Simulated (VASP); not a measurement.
# AlCo (Pm-3m) in VASP: notebook, part 2 of 2

VASP 6.6.1. Earlier steps stand in the parts before.

## Step 5: Single point, PBEsol, collinear spin, ferromagnetic start

This run uses another cell than the first one, of 11.43 Å³/atom, 1.020 times its volume.

File INCAR:

```
SYSTEM = AlCo
ALGO = Fast ; EDIFF = 1E-7
ENCUT = 520 ; GGA = PS
ISIF = 2 ; ISMEAR = -1
ISPIN = 2 ; LASPH = .TRUE.
LCHARG = .FALSE. ; LMAXMIX = 4
LORBIT = 11 ; LREAL = .FALSE.
LWAVE = .FALSE. ; MAGMOM = 2 0
NBANDS = 17 ; NELM = 150
PREC = Accurate ; SIGMA = 0.05
```

File KPOINTS:

```
k-points
0
G
  9 9 9
  0 0 0
```

File POSCAR:

```
AlCo
1.0
    2.8380752986      0.0000000000      0.0000000000
    0.0000000000      2.8380752986      0.0000000000
    0.0000000000      0.0000000000      2.8380752986
Co Al
1 1
Direct
    0.5000000000      0.5000000000      0.5000000000
    0.0000000000      0.0000000000      0.0000000000
```

Potentials or basis: VASP PAW PBE potentials, release 64 (Co, Al).

Started as:

```bash
$ cat potpaw_PBE.64/Co/POTCAR potpaw_PBE.64/Al/POTCAR > POTCAR
$ mpirun -np 1 vasp_std > vasp.out
```

OUTCAR:

```text
SYSTEM = AlCo
   EDIFF = 1E-7
   ENCUT = 520
   GGA = PS
   ISIF = 2
   ISMEAR = -1
   ISPIN = 2
   LASPH = .TRUE.
   LORBIT = 11
   LREAL = .FALSE.
   NELM = 150
   PREC = Accurate

 ion  position               nearest neighbor table
   1  0.500  0.500  0.500-   2 2.46   2 2.46   2 2.46   2 2.46   2 2.46   2 2.46   2 2.46   2 2.46

   2  0.000  0.000  0.000-   1 2.46   1 2.46   1 2.46   1 2.46   1 2.46   1 2.46   1 2.46   1 2.46

  LATTYP: Found a simple cubic cell.
 ALAT       =     2.8380752986

  Lattice vectors:

 A1 = (   2.8380752986,   0.0000000000,   0.0000000000)
 A2 = (   0.0000000000,   2.8380752986,   0.0000000000)
 A3 = (   0.0000000000,   0.0000000000,   2.8380752986)

Analysis of symmetry for initial positions (statically):
=====================================================================
 Subroutine PRICEL returns:
 Original cell was already a primitive cell.

 Routine SETGRP: Setting up the symmetry group for a
 simple cubic supercell.

 Subroutine GETGRP returns: Found 48 space group operations
 (whereof 48 operations were pure point group operations)
 out of a pool of 48 trial point group operations.

The static configuration has the point symmetry O_h .

Analysis of symmetry for dynamics (positions and initial velocities):
=====================================================================
 Subroutine PRICEL returns:
 Original cell was already a primitive cell.

 Routine SETGRP: Setting up the symmetry group for a
 simple cubic supercell.

 Subroutine GETGRP returns: Found 48 space group operations
 (whereof 48 operations were pure point group operations)
 out of a pool of 48 trial point group operations.

The dynamic configuration has the point symmetry O_h .

Analysis of structural, dynamic, and magnetic symmetry:
=====================================================================
 Subroutine PRICEL returns:
 Original cell was already a primitive cell.

 Routine SETGRP: Setting up the symmetry group for a
 simple cubic supercell.

 Subroutine GETGRP returns: Found 48 space group operations
 (whereof 48 operations were pure point group operations)
 out of a pool of 48 trial point group operations.

The overall configuration has the point symmetry O_h .

 Subroutine INISYM returns: Found 48 space group operations
 (whereof 48 operations are pure point group operations),
 and found     1 'primitive' translations

----------------------------------------------------------------------------------------

                                     Primitive cell

  volume of cell :      22.8598

  direct lattice vectors                    reciprocal lattice vectors
     2.838075299  0.000000000  0.000000000     0.352351469  0.000000000  0.000000000
     0.000000000  2.838075299  0.000000000     0.000000000  0.352351469  0.000000000
     0.000000000  0.000000000  2.838075299     0.000000000  0.000000000  0.352351469

  length of vectors
     2.838075299  2.838075299  2.838075299     0.352351469  0.352351469  0.352351469

  position of ions in fractional coordinates (direct lattice)
     0.500000000  0.500000000  0.500000000
     0.000000000  0.000000000  0.000000000

  ion indices of the primitive-cell ions
   primitive index   ion index
                 1           1
                 2           2

----------------------------------------------------------------------------------------

 KPOINTS: k-points

Automatic generation of k-mesh.
[... 61 lines left out ...]
   LNONCOLLINEAR =      F non collinear calculations
   LSORBIT =      F    spin-orbit coupling
   LASPH  =      T    aspherical Exc in radial PAW
   ENCUT  =  520.0 eV  38.22 Ry    6.18 a.u.   5.28  5.28  5.28*2*pi/ulx,y,z
   NELM   =    150;   NELMIN=  2; NELMDL= -5     # of ELM steps
   EDIFF  = 0.1E-06   stopping-criterion for ELM
   LREAL  =      F    real-space projection
   EDIFFG = 0.1E-05   stopping-criterion for IOM
   NSW    =      0    number of steps for IOM
   IBRION =     -1    ionic relax: 0-MD 1-quasi-New 2-CG
   NFREE  =      0    steps in history (QN), initial steepest desc. (CG)
   ISIF   =      2    stress and relaxation
   ISYM   =      2    0-nonsym 1-usesym 2-fastsym
   POTIM  = 0.5000    time-step for ionic-motion
   TEBEG  =    0.0;   TEEND  =   0.0 temperature during run
   PSTRESS=    0.0 pullay stress
   NELECT =      12.0000    total number of electrons
   NUPDOWN=      -1.0000    fix difference up-down
   EMIN   =  10.00;   EMAX   =-10.00  energy-range for DOS
   EFERMI =   0.00;   METHOD = LEGACY
   ISMEAR =    -1;   SIGMA  =   0.05  broadening in eV -4-tet -1-fermi 0-gaus
   EFERMI_NEDOS =   21; number of points for ismear=-14 and -15
   IALGO  =     68    algorithm
   IMIX   =      4    mixing-type and parameters
     AMIX     =   0.40;   BMIX     =  1.00
     AMIX_MAG =   1.60;   BMIX_MAG =  1.00
  volume/ion in A,a.u.               =      11.43        77.13
  Fermi-wavevector in a.u.,A,eV,Ry     =   1.320620  2.495611 23.729081  1.744038
  Thomas-Fermi vector in A             =   2.450433
   LORBIT       =     11    0 simple, 1 ext, 2 COOP (PROOUT), +10 PAW based schemes
   GGA     = PS    functional components
   LHFCALC =     F    Hartree Fock is set to
   AEXX    =    0.0000 exact exchange contribution
   IVDW    =     0    specifies the selected vdW correction
   LEPSILON=     F    determine dielectric tensor
   LRPA    =     F    only Hartree local field effects (RPA)
 spin polarized calculation
 RMM-DIIS sequential band-by-band and
  energy-cutoff  :      520.00
  volume of cell :       22.86
 maximum number of plane-waves:       635
 NGX is ok and might be reduce to    24
   NGX = 11   NGY = 11   NGZ = 11

 number of electron      11.9999995 magnetization       0.0002141

 number of electron      11.9999995 magnetization      -0.0001342

 Free energy of the ion-electron system (eV)
  ---------------------------------------------------
  ext. energy  EPLUGINS =         0.00000000
  ---------------------------------------------------
  free energy    TOTEN  =       -13.08440964 eV

  energy without entropy =      -13.07982118  energy(sigma->0) =      -13.08211541

 E-fermi :  10.5965     XC(G=0): -12.4455

 val. band max:       10.5488607403   @ k =   0.4444   0.4444   0.1111
 cond. band min:      10.7122921401   @ k =   0.4444   0.3333   0.0000
 fundamental gap:      0.1634313998
 Fermi energy:        10.5965112603

 spin component 1

 k-point     1 :       0.0000    0.0000    0.0000
  band No.  band energies     occupation
      1      -0.5380      1.00000
      2       7.5777      1.00000
      3       7.5777      1.00000
      4       9.7856      1.00000
      5       9.7856      1.00000
      6       9.7856      1.00000
[... 459 lines left out ...]
      6       9.3978      1.00000
[... 9 lines left out ...]
     16      32.3216      0.00000
     17      33.9007      0.00000

 [... further k-points ...]

 spin component 2

 k-point     1 :       0.0000    0.0000    0.0000
  band No.  band energies     occupation
      1      -0.5379      1.00000
      2       7.5775      1.00000
      3       7.5775      1.00000
      4       9.7854      1.00000
      5       9.7854      1.00000
      6       9.7854      1.00000
[... 459 lines left out ...]
      6       9.3977      1.00000
[... 9 lines left out ...]
     16      32.3216      0.00000
     17      33.9007      0.00000

 [... further k-points ...]
[... 5 lines left out ...]
  --------------------------------------------------------------------------------------
  -------------------------------------------------------------------------------------
  Total       -0.4241356     -0.4241356     -0.4241356     -0.0000000      0.0000000      0.0000000
  in kB      -29.7264890    -29.7264890    -29.7264890     -0.0000000      0.0000000      0.0000000
  external PRESSURE =     -29.7264890 kB  Pullay stress =       0.0000000 kB

 VOLUME and BASIS-vectors are now :
 -----------------------------------------------------------------------------
  energy-cutoff  :      520.00
  volume of cell :       22.86
      direct lattice vectors                 reciprocal lattice vectors
     2.838075299  0.000000000  0.000000000     0.352351469  0.000000000  0.000000000
     0.000000000  2.838075299  0.000000000     0.000000000  0.352351469  0.000000000
     0.000000000  0.000000000  2.838075299     0.000000000  0.000000000  0.352351469

 POSITION                                       TOTAL-FORCE (eV/Angst)
 -----------------------------------------------------------------------------------
      1.41904      1.41904      1.41904         0.000000      0.000000      0.000000
      0.00000      0.00000      0.00000         0.000000      0.000000      0.000000
 -----------------------------------------------------------------------------------
    total drift:                                0.000000     -0.000000     -0.000000

  FREE ENERGIE OF THE ION-ELECTRON SYSTEM (eV)
  ---------------------------------------------------
  free  energy   TOTEN  =       -13.0844096375 eV

  energy  without entropy=      -13.0798211821  energy(sigma->0) =      -13.08211541

 total charge

# of ion       s       p       d       tot
------------------------------------------
    1        0.440   0.518   7.522   8.480
    2        0.395   0.433   0.000   0.828
--------------------------------------------------
tot          0.835   0.952   7.522   9.308

 magnetization (x)

# of ion       s       p       d       tot
------------------------------------------
    1       -0.000   0.000  -0.000  -0.000
    2        0.000   0.000   0.000   0.000
--------------------------------------------------
tot          0.000   0.000  -0.000  -0.000
```

OSZICAR:

```text
N       E                     dE             d eps       ncg     rms          rms(c)
DAV:   1     0.377614014351E+02    0.37761E+02   -0.48960E+03  2428   0.753E+02
DAV:   2    -0.124942627858E+02   -0.50256E+02   -0.44543E+02  2757   0.152E+02
DAV:   3    -0.145202943288E+02   -0.20260E+01   -0.19920E+01  2889   0.324E+01
DAV:   4    -0.145495665186E+02   -0.29272E-01   -0.29254E-01  2893   0.347E+00
DAV:   5    -0.145503927768E+02   -0.82626E-03   -0.82621E-03  3011   0.626E-01    0.142E+01
RMM:   6    -0.174787695631E+02   -0.29284E+01   -0.10829E+01  2959   0.335E+01    0.184E+01
RMM:   7    -0.131008669809E+02    0.43779E+01   -0.28229E+00  2779   0.162E+01    0.317E+00
RMM:   8    -0.130976838875E+02    0.31831E-02   -0.27853E-02  2790   0.103E+00    0.133E+00
RMM:   9    -0.130920259127E+02    0.56580E-02   -0.16026E-02  2923   0.904E-01    0.990E-01
RMM:  10    -0.130854413879E+02    0.65845E-02   -0.43320E-03  3193   0.605E-01    0.307E-01
RMM:  11    -0.130844311473E+02    0.10102E-02   -0.13176E-03  3355   0.255E-01    0.156E-01
RMM:  12    -0.130844068294E+02    0.24318E-04   -0.36375E-04  3500   0.110E-01    0.792E-02
RMM:  13    -0.130844077340E+02   -0.90454E-06   -0.78365E-05  3385   0.630E-02    0.326E-02
RMM:  14    -0.130844114619E+02   -0.37279E-05   -0.27506E-05  3669   0.262E-02    0.188E-02
RMM:  15    -0.130844099374E+02    0.15245E-05   -0.32340E-06  3426   0.105E-02    0.707E-03
RMM:  16    -0.130844096099E+02    0.32750E-06   -0.83073E-07  3386   0.561E-03    0.172E-03
RMM:  17    -0.130844096375E+02   -0.27596E-07   -0.19144E-07  2331   0.240E-03
   1 F= -.13084410E+02 E0= -.13082115E+02  d E =-.458846E-02  mag=     0.0000
```

stdout:

```text
POSCAR found type information on POSCAR CoAl
 POSCAR found :  2 types and       2 ions
 scaLAPACK will be used
 -----------------------------------------------------------------------------
|                                                                             |
|                                                                             |
|     You enforced a specific xc type in the INCAR file but a different       |
|     I HOPE YOU KNOW WHAT YOU ARE DOING!                                     |
|                                                                             |
 -----------------------------------------------------------------------------

 LDA part: xc-table for (Slater+PW92), standard interpolation
 POSCAR, INCAR and KPOINTS ok, starting setup
 FFT: planning ... GRIDC
 FFT: planning ... GRID_SOFT
 FFT: planning ... GRID
 WAVECAR not read
 entering main loop
WARNING in EDDRMM: call to ZHEGV failed, returncode =   8  4     17
 num prob RMM:  17    -0.130844096375E+02   -0.27596E-07   -0.19144E-07  2331   0.240E-03
```

It took 14 s on 1 thread of Intel Xeon Platinum 8481C at 2.70GHz (Sapphire Rapids), shared host; peak memory 0.16 GiB.

Results:

| Quantity | Value |
| --- | --- |
| Free energy | -13.0844 eV |
| Pressure | -3.0 GPa |
| Band gap on the k mesh | zero (filled and empty bands overlap) |
| Net moment | 0.00 μB per cell |
| Valence electrons inside the program's atomic spheres | Co 8.48; Al 0.83 |

Caveat: the starting moments collapsed, and a magnetic state may lie lower; the PAW data sets were made with another functional, which shifts forces and pressure a little.
